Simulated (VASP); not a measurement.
# NbP (I4_1md) in VASP: a series of runs, part 2 of 3

VASP 6.6.1. Earlier steps stand in the parts before.

### 4 Single point, PBEsol

File INCAR:

```
SYSTEM = NbP
ALGO = Normal ; EDIFF = 1E-7
ENCUT = 520 ; GGA = PS
ISIF = 2 ; ISMEAR = -1
LASPH = .TRUE. ; LCHARG = .FALSE.
LREAL = .FALSE. ; LWAVE = .FALSE.
NBANDS = 26 ; NELM = 80
PREC = Accurate ; SIGMA = 0.05
```

File KPOINTS:

```
k-points
0
G
  11 11 11
  0 0 0
```

File POSCAR:

```
NbP
1.0
   -1.6749232544      1.6749232544      5.7401081759
    1.6749232544     -1.6749232544      5.7401081759
    1.6749232544      1.6749232544     -5.7401081759
Nb P
2 2
Direct
    0.2498808000      0.7498808000      0.5000000000
    0.4998808000      0.4998808000      0.0000000000
    0.8327477700      0.3327477700      0.5000000000
    0.0827477700      0.0827477700      0.0000000000
```

Potentials or basis: VASP PAW PBE potentials, release 64 (Nb_sv, P).

Started as:

```
> cat potpaw_PBE.64/Nb_sv/POTCAR potpaw_PBE.64/P/POTCAR > POTCAR
> mpirun -np 1 vasp_std > vasp.out
```

OUTCAR:

```text
SYSTEM = NbP
   EDIFF = 1E-7
   ENCUT = 520
   GGA = PS
   ISIF = 2
   ISMEAR = -1
   LASPH = .TRUE.
   LREAL = .FALSE.
   NELM = 80
   PREC = Accurate

 ion  position               nearest neighbor table
   1  0.250  0.750  0.500-   4 2.55   4 2.55   3 2.55   3 2.55   3 2.55   3 2.55
   2  0.500  0.500  0.000-   3 2.55   3 2.55   4 2.55   4 2.55   4 2.55   4 2.55
   3  0.833  0.333  0.500-   2 2.55   2 2.55   1 2.55   1 2.55   1 2.55   1 2.55
   4  0.083  0.083  0.000-   1 2.55   1 2.55   2 2.55   2 2.55   2 2.55   2 2.55

  LATTYP: Found a body centered tetragonal cell.
 ALAT       =     3.3498465088
[... 898 lines left out ...]
  -------------------------------------------------------------------------------------
  Total       -2.6182565     -2.6182565     -2.7061125      0.0000000      0.0000000      0.0000000
  in kB      -65.1257719    -65.1257719    -67.3110754      0.0000000      0.0000000      0.0000000
  external PRESSURE =     -65.8542064 kB  Pullay stress =       0.0000000 kB

 VOLUME and BASIS-vectors are now :
 -----------------------------------------------------------------------------
  energy-cutoff  :      520.00
  volume of cell :       64.41
      direct lattice vectors                 reciprocal lattice vectors
    -1.674923254  1.674923254  5.740108176     0.000000000  0.298521140  0.087106372
     1.674923254 -1.674923254  5.740108176     0.298521140  0.000000000  0.087106372
     1.674923254  1.674923254 -5.740108176     0.298521140  0.298521140  0.000000000

 POSITION                                       TOTAL-FORCE (eV/Angst)
 -----------------------------------------------------------------------------------
      1.67492      0.00000      2.86869         0.000000     -0.000000      0.016709
      0.00000      0.00000      5.73874        -0.000000      0.000000      0.016709
      0.00000      1.67492      3.82002         0.000000      0.000000     -0.016709
      0.00000      0.00000      0.94996         0.000000      0.000000     -0.016709
 -----------------------------------------------------------------------------------
    total drift:                               -0.000000     -0.000000      0.000136

  FREE ENERGIE OF THE ION-ELECTRON SYSTEM (eV)
  ---------------------------------------------------
  free  energy   TOTEN  =       -37.7910543506 eV

  energy  without entropy=      -37.7854879703  energy(sigma->0) =      -37.78827116
```

OSZICAR:

```text
N       E                     dE             d eps       ncg     rms          rms(c)
DAV:   1     0.346854768612E+03    0.34685E+03   -0.19064E+04  6560   0.138E+03
DAV:   2    -0.101187021256E+02   -0.35697E+03   -0.34657E+03  7742   0.504E+02
DAV:   3    -0.385274478618E+02   -0.28409E+02   -0.27918E+02 12200   0.106E+02
DAV:   4    -0.401553717550E+02   -0.16279E+01   -0.16192E+01  9704   0.208E+01
DAV:   5    -0.402296759579E+02   -0.74304E-01   -0.74238E-01 11660   0.490E+00    0.129E+01
DAV:   6    -0.378074475176E+02    0.24222E+01   -0.83303E+00 10080   0.200E+01    0.453E+00
DAV:   7    -0.378021928964E+02    0.52546E-02   -0.67191E-01 10060   0.439E+00    0.287E+00
DAV:   8    -0.377907171441E+02    0.11476E-01   -0.82490E-02 10002   0.185E+00    0.457E-01
DAV:   9    -0.377908814150E+02   -0.16427E-03   -0.69937E-03 10602   0.513E-01    0.311E-01
DAV:  10    -0.377910795265E+02   -0.19811E-03   -0.18867E-03  7854   0.400E-01    0.549E-02
DAV:  11    -0.377910585539E+02    0.20973E-04   -0.12290E-04 10066   0.940E-02    0.221E-02
DAV:  12    -0.377910547765E+02    0.37775E-05   -0.97575E-06 10092   0.323E-02    0.804E-03
DAV:  13    -0.377910545989E+02    0.17759E-06   -0.84829E-07  9316   0.102E-02    0.218E-03
DAV:  14    -0.377910543075E+02    0.29139E-06   -0.17002E-07  5638   0.437E-03    0.704E-04
DAV:  15    -0.377910543506E+02   -0.43137E-07   -0.27878E-08  4378   0.225E-03
   1 F= -.37791054E+02 E0= -.37788271E+02  d E =-.556638E-02
```

stdout:

```text
POSCAR found type information on POSCAR NbP
 POSCAR found :  2 types and       4 ions
 scaLAPACK will be used
 -----------------------------------------------------------------------------
|                                                                             |
|                                                                             |
|     You enforced a specific xc type in the INCAR file but a different       |
|     I HOPE YOU KNOW WHAT YOU ARE DOING!                                     |
|                                                                             |
 -----------------------------------------------------------------------------

 LDA part: xc-table for (Slater+PW92), standard interpolation
 POSCAR, INCAR and KPOINTS ok, starting setup
 FFT: planning ... GRIDC
 FFT: planning ... GRID_SOFT
 FFT: planning ... GRID
 WAVECAR not read
 entering main loop
```

Wall time 4.6 min (1 thread of Intel Xeon 6975P-C (Granite Rapids), shared host); peak memory 0.43 GiB.

Results:

```
Free energy            : -37.7911 eV
Pressure               : -6.6 GPa
Largest force          : 0.017 eV/Å
Band gap on the k mesh : zero (filled and empty bands touch)
```

Forces on the atoms (eV/Å):
```
Nb   0.000  0.000  0.017
Nb   0.000  0.000  0.017
P    0.000  0.000 -0.017
P    0.000  0.000 -0.017
```

Stress tensor (GPa, compression positive):
```
-6.51  0.00  0.00
 0.00 -6.51  0.00
 0.00  0.00 -6.73
```

Levels at points of the mesh, in eV from the Fermi level:
```csv
k point,band 16,band 17,band 18,band 19,band 20,band 21
"(0.00, 0.00, 0.00)",-1.72,-1.34,-1.34,0.84,1.60,2.64
```

Caveat: the PAW data sets were made with another functional, which shifts forces and pressure a little.

### 5 Single point, RPBE+D3(BJ)

This run uses another cell than the first one, of 13.42 Å³/atom, 0.834 times its volume.

File INCAR:

```
SYSTEM = NbP
ALGO = Normal ; EDIFF = 1E-6
ENCUT = 520 ; GGA = RP
ISIF = 2 ; ISMEAR = -1
IVDW = 12 ; LASPH = .TRUE.
LCHARG = .FALSE. ; LREAL = .FALSE.
LWAVE = .FALSE. ; NBANDS = 26
NELM = 80 ; PREC = Accurate
SIGMA = 0.1
```

KPOINTS is that of step 4.

File POSCAR:

```
NbP
1.0
    5.6882638820     -0.1067723461     -0.0000000001
    3.9575869578      4.0872058667      0.0000000000
   -4.8229254199     -1.9902167603      2.2685180111
Nb P
2 2
Direct
    0.2522592193      0.7522592193      0.5000000000
    0.5022592193      0.5022592193      0.0000000000
    0.8303693507      0.3303693507      0.5000000000
    0.0803693507      0.0803693507      0.0000000000
```

Potentials or basis: VASP PAW PBE potentials, release 64 (Nb_sv, P).

Started as:

```
> cat potpaw_PBE.64/Nb_sv/POTCAR potpaw_PBE.64/P/POTCAR > POTCAR
> mpirun -np 1 vasp_std > vasp.out
```

OUTCAR:

```text
SYSTEM = NbP
   EDIFF = 1E-6
   ENCUT = 520
   GGA = RP
   ISIF = 2
   ISMEAR = -1
   IVDW = 12
   LASPH = .TRUE.
   LREAL = .FALSE.
   NELM = 80
   PREC = Accurate
 IVDW          = 12

 ion  position               nearest neighbor table
   1  0.252  0.752  0.500-   4 2.41   4 2.41   3 2.41   3 2.41   3 2.41   3 2.41
   2  0.502  0.502  0.000-   3 2.41   3 2.41   4 2.41   4 2.41   4 2.41   4 2.41
   3  0.830  0.330  0.500-   2 2.41   2 2.41   1 2.41   1 2.41   1 2.41   1 2.41
   4  0.080  0.080  0.000-   1 2.41   1 2.41   2 2.41   2 2.41   2 2.41   2 2.41

  LATTYP: Found a body centered tetragonal cell.
 ALAT       =     3.2081689377
 C/A-ratio  =     3.2525903536

  Lattice vectors:

 A1 = (   5.6882638820,  -0.1067723461,  -0.0000000001)
 A2 = (   3.9575869578,   4.0872058667,   0.0000000000)
 A3 = (  -4.8229254199,  -1.9902167603,   2.2685180111)

Analysis of symmetry for initial positions (statically):
=====================================================================
 Subroutine PRICEL returns:
 Original cell was already a primitive cell.

 Routine SETGRP: Setting up the symmetry group for a
 body centered tetragonal supercell.

 Subroutine GETGRP returns: Found  8 space group operations
 (whereof  4 operations were pure point group operations)
 out of a pool of 16 trial point group operations.

The static configuration has the point symmetry C_2v.
 The point group associated with its full space group is C_4v.

Analysis of symmetry for dynamics (positions and initial velocities):
=====================================================================
 Subroutine PRICEL returns:
 Original cell was already a primitive cell.

 Routine SETGRP: Setting up the symmetry group for a
 body centered tetragonal supercell.

 Subroutine GETGRP returns: Found  8 space group operations
 (whereof  4 operations were pure point group operations)
 out of a pool of 16 trial point group operations.

The dynamic configuration has the point symmetry C_2v.
[... 123 lines left out ...]
     AMIX     =   0.40;   BMIX     =  1.00
     AMIX_MAG =   1.60;   BMIX_MAG =  1.00
  volume/ion in A,a.u.               =      13.42        90.60
  Fermi-wavevector in a.u.,A,eV,Ry     =   1.432799  2.707598 27.931582  2.052913
  Thomas-Fermi vector in A             =   2.552387
   LORBIT       =      0    0 simple, 1 ext, 2 COOP (PROOUT), +10 PAW based schemes
   GGA     = RP    functional components
   LHFCALC =     F    Hartree Fock is set to
   AEXX    =    0.0000 exact exchange contribution
   IVDW    =    12    specifies the selected vdW correction
   LEPSILON=     F    determine dielectric tensor
   LRPA    =     F    only Hartree local field effects (RPA)
 non-spin polarized calculation
  energy-cutoff  :      520.00
  volume of cell :       53.70
 maximum number of plane-waves:      1466
   NGX = 21   NGY = 21   NGZ = 21

 number of electron      35.9999999 magnetization

 Free energy of the ion-electron system (eV)
  ---------------------------------------------------
  ext. energy  EPLUGINS =         0.00000000
  ---------------------------------------------------
  free energy    TOTEN  =       -32.04962331 eV

  energy without entropy =      -32.02786971  energy(sigma->0) =      -32.03874651

 E-fermi :  13.2170     XC(G=0): -12.8686

 val. band max:       13.2086115479   @ k =   0.3636  -0.0000   0.0000
 cond. band min:      13.2488409499   @ k =  -0.3636   0.4545   0.3636
 fundamental gap:      0.0402294020
 Fermi energy:        13.2169790899

 k-point     1 :       0.0000    0.0000    0.0000
  band No.  band energies     occupation
      1     -41.2103      2.00000
      2     -41.1016      2.00000
      3     -17.8070      2.00000
      4     -17.3516      2.00000
      5     -17.3516      2.00000
      6     -17.1489      2.00000
[... 685 lines left out ...]
     25      18.4681      0.00000
     26      19.9397      0.00000

 [... further k-points ...]

------------------------ aborting loop because EDIFF is reached ----------------------------------------

 Edisp (eV)  -15.25827

 E6    (eV) :    -5.2424

 E8    (eV) :   -10.0159

  FORCE on cell =-STRESS in cart. coord.  units (eV):
  Direction    XX          YY          ZZ          XY          YZ          ZX
  --------------------------------------------------------------------------------------
  -------------------------------------------------------------------------------------
  Total      -0.31000    -0.32597    -0.32925     0.00794    -0.00000     0.00000
  in kB      -9.24923    -9.72565    -9.82343     0.23695    -0.00000     0.00000
  external pressure =       -9.60 kB  Pullay stress =        0.00 kB

 VOLUME and BASIS-vectors are now :
 -----------------------------------------------------------------------------
  energy-cutoff  :      520.00
  volume of cell :       53.70
      direct lattice vectors                 reciprocal lattice vectors
     5.688263882 -0.106772346 -0.000000000     0.172662364 -0.167186665  0.220408213
     3.957586958  4.087205867  0.000000000     0.004510555  0.240298414  0.220408213
    -4.822925420 -1.990216760  2.268518011     0.000000000 -0.000000000  0.440816425

 POSITION                                       TOTAL-FORCE (eV/Angst)
 -----------------------------------------------------------------------------------
      2.00059      2.05260      1.13426        -0.005705     -0.002354      0.000000
      4.84472      1.99921     -0.00000        -0.005705     -0.002354      0.000000
      3.61936      0.26652      1.13426         0.005705      0.002354     -0.000000
      0.77523      0.31990     -0.00000         0.005705      0.002354     -0.000000
 -----------------------------------------------------------------------------------
    total drift:                                0.000227      0.000094     -0.000000

  FREE ENERGIE OF THE ION-ELECTRON SYSTEM (eV)
  ---------------------------------------------------
  free  energy   TOTEN  =       -47.3078933268 eV

  energy  without entropy=      -47.2861397305  energy(sigma->0) =      -47.29701653
```

stdout:

```text
POSCAR found type information on POSCAR NbP
 POSCAR found :  2 types and       4 ions
 scaLAPACK will be used
 -----------------------------------------------------------------------------
|                                                                             |
|                                                                             |
|     You enforced a specific xc type in the INCAR file but a different       |
|     I HOPE YOU KNOW WHAT YOU ARE DOING!                                     |
|                                                                             |
 -----------------------------------------------------------------------------

 LDA part: xc-table for (Slater+PW92), standard interpolation
 POSCAR, INCAR and KPOINTS ok, starting setup
 FFT: planning ... GRIDC
 FFT: planning ... GRID_SOFT
 FFT: planning ... GRID
 WAVECAR not read
 entering main loop
```

Wall time 4.5 min (1 thread of AMD EPYC 9R14 (Zen 4), shared host); peak memory 0.32 GiB.

Results:

```yaml
Free_energy: -47.3079 eV
Pressure: -1.0 GPa
Largest_force: 0.006 eV/Å
Band_gap_on_the_k_mesh: zero (band 18 reaches 13.21 eV, above the bottom of band 19 at 13.15 eV)
Dispersion_energy_per_atom: -3.815 eV
```

Forces on the atoms (eV/Å):
```
Nb  -0.006 -0.002  0.000
Nb  -0.006 -0.002  0.000
P    0.006  0.002  0.000
P    0.006  0.002  0.000
```

Caveat: the PAW data sets were made with another functional, which shifts forces and pressure a little; pairwise dispersion overbinds metals, which lowers pressure and volume.

[end of part 2 of 3]
